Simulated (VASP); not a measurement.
# SiC (nc) (F-43m) in VASP: notebook, part 2 of 2

VASP 6.6.1. Earlier steps stand in the parts before.

### 3 Single point, PBE (volume scaled by 1.06)

File INCAR:

```
SYSTEM = SiC
PREC = Accurate ; ENCUT = 600
EDIFF = 1E-6 ; ISMEAR = 0
SIGMA = 0.02 ; LREAL = .FALSE.
LASPH = .TRUE. ; NELM = 120
ALGO = Normal ; ISIF = 2
LWAVE = .FALSE. ; LCHARG = .TRUE.
GGA = PE ; LELF = .TRUE.
LVHAR = .TRUE. ; NBANDS = 11
GGA_COMPAT = .FALSE.
```

File KPOINTS:

```
Automatic mesh
0
G
  10 10 10
  0 0 0
```

File POSCAR:

```
SiC
1.0
    0.0000000000      2.2334092101      2.2334092101
    2.2334092101      0.0000000000      2.2334092101
    2.2334092101      2.2334092101      0.0000000000
Si C
1 1
Direct
    0.0000000000      0.0000000000      0.0000000000
    0.2500000000      0.2500000000      0.2500000000
```

Potentials or basis: VASP PAW PBE potentials, release 64 (Si, C).

Started as:

```bash
> cat potpaw_PBE.64/Si/POTCAR potpaw_PBE.64/C/POTCAR > POTCAR
> mpirun -np 1 vasp_std > vasp.out
```

OUTCAR:

```text
SYSTEM = SiC
   PREC = Accurate
   ENCUT = 600
   EDIFF = 1E-6
   ISMEAR = 0
   LREAL = .FALSE.
   LASPH = .TRUE.
   NELM = 120
   ISIF = 2
   GGA = PE

 ion  position               nearest neighbor table
   1  0.000  0.000  0.000-   2 1.93   2 1.93   2 1.93   2 1.93
   2  0.250  0.250  0.250-   1 1.93   1 1.93   1 1.93   1 1.93

  LATTYP: Found a face centered cubic cell.
 ALAT       =     4.4668184202

  Lattice vectors:

 A1 = (   0.0000000000,   2.2334092101,   2.2334092101)
 A2 = (   2.2334092101,   0.0000000000,   2.2334092101)
 A3 = (   2.2334092101,   2.2334092101,   0.0000000000)

Analysis of symmetry for initial positions (statically):
=====================================================================
 Subroutine PRICEL returns:
 Original cell was already a primitive cell.

 Routine SETGRP: Setting up the symmetry group for a
 face centered cubic supercell.

 Subroutine GETGRP returns: Found 24 space group operations
 (whereof 24 operations were pure point group operations)
 out of a pool of 48 trial point group operations.

The static configuration has the point symmetry T_d .

Analysis of symmetry for dynamics (positions and initial velocities):
=====================================================================
 Subroutine PRICEL returns:
 Original cell was already a primitive cell.

 Routine SETGRP: Setting up the symmetry group for a
 face centered cubic supercell.

 Subroutine GETGRP returns: Found 24 space group operations
 (whereof 24 operations were pure point group operations)
 out of a pool of 48 trial point group operations.

The dynamic configuration has the point symmetry T_d .

 Subroutine INISYM returns: Found 24 space group operations
 (whereof 24 operations are pure point group operations),
 and found     1 'primitive' translations

----------------------------------------------------------------------------------------

                                     Primitive cell

  volume of cell :      22.2810

[... 112 lines left out ...]
   LORBIT       =      0    0 simple, 1 ext, 2 COOP (PROOUT), +10 PAW based schemes
   GGA     = PE    functional components
   LHFCALC =     F    Hartree Fock is set to
   AEXX    =    0.0000 exact exchange contribution
   IVDW    =     0    specifies the selected vdW correction
   LEPSILON=     F    determine dielectric tensor
   LRPA    =     F    only Hartree local field effects (RPA)
 non-spin polarized calculation
 Gauss-broadening in eV      SIGMA  =   0.02
  energy-cutoff  :      600.00
  volume of cell :       22.28
 maximum number of plane-waves:       757
 NGX is ok and might be reduce to    28
   NGX = 13   NGY = 13   NGZ = 13

 number of electron       8.0000000 magnetization

 Free energy of the ion-electron system (eV)
  ---------------------------------------------------
  ext. energy  EPLUGINS =         0.00000000
  ---------------------------------------------------
  free energy    TOTEN  =       -15.01523959 eV

  energy without entropy =      -15.01523959  energy(sigma->0) =      -15.01523959

 E-fermi :   7.4160     XC(G=0): -11.0358

 val. band max:        7.2972480898   @ k =   0.0000   0.0000   0.0000
 cond. band min:       8.7189684381   @ k =   0.5000   0.5000   0.0000
 fundamental gap:      1.4217203484
 Fermi energy:         7.4159718986

 k-point     1 :       0.0000    0.0000    0.0000
  band No.  band energies     occupation
      1      -7.5372      2.00000
      2       7.2972      2.00000
      3       7.2972      2.00000
      4       7.2972      2.00000
      5      12.6694      0.00000
      6      14.1099      0.00000
      7      14.1099      0.00000
      8      14.1099      0.00000
      9      21.3819      0.00000
     10      21.3819      0.00000
     11      22.6622      0.00000
[... 309 lines left out ...]
 k-point    24 :       0.4000    0.3000    0.0000
  band No.  band energies     occupation
      1      -4.5888      2.00000
      2       1.7953      2.00000
      3       4.2941      2.00000
      4       4.7890      2.00000
      5      10.1081      0.00000
      6      12.6173      0.00000
      7      18.1477      0.00000
      8      18.5394      0.00000
      9      20.2241      0.00000
     10      24.7086      0.00000
     11      27.3958      0.00000

 [... further k-points ...]
[... 5 lines left out ...]
  --------------------------------------------------------------------------------------
  -------------------------------------------------------------------------------------
  Total       -1.5746189     -1.5746189     -1.5746189     -0.0000000      0.0000000     -0.0000000
  in kB     -113.2272952   -113.2272952   -113.2272952     -0.0000000      0.0000000     -0.0000000
  external PRESSURE =    -113.2272952 kB  Pullay stress =       0.0000000 kB

 VOLUME and BASIS-vectors are now :
 -----------------------------------------------------------------------------
  energy-cutoff  :      600.00
  volume of cell :       22.28
      direct lattice vectors                 reciprocal lattice vectors
     0.000000000  2.233409210  2.233409210    -0.223872991  0.223872991  0.223872991
     2.233409210  0.000000000  2.233409210     0.223872991 -0.223872991  0.223872991
     2.233409210  2.233409210  0.000000000     0.223872991  0.223872991 -0.223872991

 POSITION                                       TOTAL-FORCE (eV/Angst)
 -----------------------------------------------------------------------------------
      0.00000      0.00000      0.00000        -0.000000     -0.000000     -0.000000
      1.11670      1.11670      1.11670         0.000000      0.000000      0.000000
 -----------------------------------------------------------------------------------
    total drift:                               -0.000000     -0.000000      0.000000

  FREE ENERGIE OF THE ION-ELECTRON SYSTEM (eV)
  ---------------------------------------------------
  free  energy   TOTEN  =       -15.0152395924 eV

  energy  without entropy=      -15.0152395924  energy(sigma->0) =      -15.01523959
```

OSZICAR:

```text
N       E                     dE             d eps       ncg     rms          rms(c)
DAV:   1     0.553684247331E+01    0.55368E+01   -0.41914E+03  1058   0.684E+02
DAV:   2    -0.160507455121E+02   -0.21588E+02   -0.20898E+02  1295   0.119E+02
DAV:   3    -0.166712889940E+02   -0.62054E+00   -0.61957E+00  1298   0.167E+01
DAV:   4    -0.166738096940E+02   -0.25207E-02   -0.25205E-02  1177   0.134E+00
DAV:   5    -0.166738223873E+02   -0.12693E-04   -0.12693E-04  1270   0.898E-02    0.808E+00
DAV:   6    -0.150512825436E+02    0.16225E+01   -0.63749E+00  1157   0.109E+01    0.351E+00
DAV:   7    -0.150222122337E+02    0.29070E-01   -0.30252E-01  1226   0.321E+00    0.165E+00
DAV:   8    -0.150150213206E+02    0.71909E-02   -0.19144E-02  1163   0.923E-01    0.173E-01
DAV:   9    -0.150151119790E+02   -0.90658E-04   -0.18363E-03  1285   0.236E-01    0.109E-01
DAV:  10    -0.150152361381E+02   -0.12416E-03   -0.28472E-04  1163   0.998E-02    0.268E-02
DAV:  11    -0.150152390795E+02   -0.29414E-05   -0.54645E-05  1232   0.370E-02    0.715E-03
DAV:  12    -0.150152395924E+02   -0.51285E-06   -0.25220E-06  1162   0.948E-03
   1 F= -.15015240E+02 E0= -.15015240E+02  d E =-.168151E-19
```

stdout:

```text
POSCAR found type information on POSCAR SiC
 POSCAR found :  2 types and       2 ions
 scaLAPACK will be used
 LDA part: xc-table for (Slater+PW92), standard interpolation
 POSCAR, INCAR and KPOINTS ok, starting setup
 FFT: planning ... GRIDC
 FFT: planning ... GRID_SOFT
 FFT: planning ... GRID
 WAVECAR not read
 entering main loop
```

Run time: 12 s. Hardware: 1 thread of Intel Xeon 6975P-C, shared host; peak memory 0.15 GiB.

What came out:

- Free energy: -15.0152 eV
- Pressure: -11.3 GPa
- Band gap on the k mesh: 1.42 eV, indirect (least direct gap 4.46 eV)

 A k mesh can miss the band edges.

### 4 Single point, PBE (volume scaled by 1.09)

File INCAR:

```
  PREC = Accurate
  ENCUT = 600
  EDIFF = 1E-6
  ISMEAR = 0
  SIGMA = 0.02
  LREAL = False
  LASPH = True
  NELM = 120
  ALGO = Normal
  ISIF = 2
  LWAVE = False
  LCHARG = False
  GGA = PE
  NBANDS = 11
  GGA_COMPAT = False
```

File KPOINTS:

```
regular mesh
0
Gamma
  10 10 10
```

File POSCAR:

```
SiC
1.0
    0.0000000000      2.2542834032      2.2542834032
    2.2542834032      0.0000000000      2.2542834032
    2.2542834032      2.2542834032      0.0000000000
Si C
1 1
Direct
    0.0000000000      0.0000000000      0.0000000000
    0.2500000000      0.2500000000      0.2500000000
```

Started as:

```bash
> cat potpaw_PBE.64/Si/POTCAR potpaw_PBE.64/C/POTCAR > POTCAR
> mpirun -np 1 vasp_std > vasp.out
```

Wall time 12 s (1 thread of Intel Xeon 6975P-C, shared host); peak memory 0.15 GiB.

The run converged. Its results:

- Free energy: -14.9624 eV
- Pressure: -15.7 GPa
- Band gap on the k mesh: 1.44 eV, indirect (least direct gap 4.43 eV)

Levels at points of the mesh, in eV from the valence-band top:
| k point | band 2 | band 3 | band 4 | band 5 | band 6 | band 7 |
| --- | --- | --- | --- | --- | --- | --- |
| (0.00, 0.00, 0.00) | 0.00 | 0.00 | 0.00 | 5.05 | 6.64 | 6.64 |
| (0.50, 0.00, 0.00) | -8.00 | -1.03 | -1.03 | 4.54 | 6.82 | 6.82 |
| (0.50, 0.50, 0.00) | -7.49 | -2.99 | -2.99 | 1.44 | 3.98 | 12.87 |

 A k mesh can miss the band edges.

### 5 Overview

| cell | gap on the mesh (eV) | pressure (GPa) |
| --- | --- | --- |
| a = 3.128 Å, angles 60.0°, 2 atoms | 1.40 | -6.2 |
| a = 3.159 Å, angles 60.0°, 2 atoms | 1.42 | -11.3 |
| a = 3.188 Å, angles 60.0°, 2 atoms | 1.44 | -15.7 |

Alike in all rows: task single point; level PBE; potentials or basis VASP PAW PBE potentials, release 64 (Si, C); no spin polarisation; k mesh 10 × 10 × 10; cutoff (eV) 600; smearing gaussian 0.02 eV.

Absolute energies hang on the potentials; compare differences alone.
